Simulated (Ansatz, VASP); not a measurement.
One calculation of Sn, two programs

```
Sn
1.0
     0.00000    3.23334    3.23334
     3.23334    0.00000    3.23334
     3.23334    3.23334    0.00000
Sn
2
Direct
  0.50000 0.50000 0.50000
  0.75000 0.75000 0.75000
```

Alike in both runs: task relaxation of cell and atoms; functional PBEsol; k mesh 14 × 14 × 14; occupations fermi-dirac, width 0.08 eV; no spin polarisation.

|  | VASP | Ansatz |
| --- | --- | --- |
| version | VASP 6.6.1 | Ansatz 0.2.0 |
| potentials or method | VASP PAW PBE potentials, release 64 (Sn_d) | PAW with Ansatz's default frozen-core files, scalar-relativistic |
| plane-wave cutoff (eV) | 600 | 420 |
| valence electrons in the cell | 28 | 28 |

|  | VASP | Ansatz | Ansatz less VASP |
| --- | --- | --- | --- |
| relaxed volume (Å³/atom) | 34.94 | 34.97 | +0.030 |
| relaxed length of the cell vector where the two differ most in proportion (Å) | 4.623 | 4.625 | +0.0013 |

VASP's potentials were made for PBE, not for PBEsol.
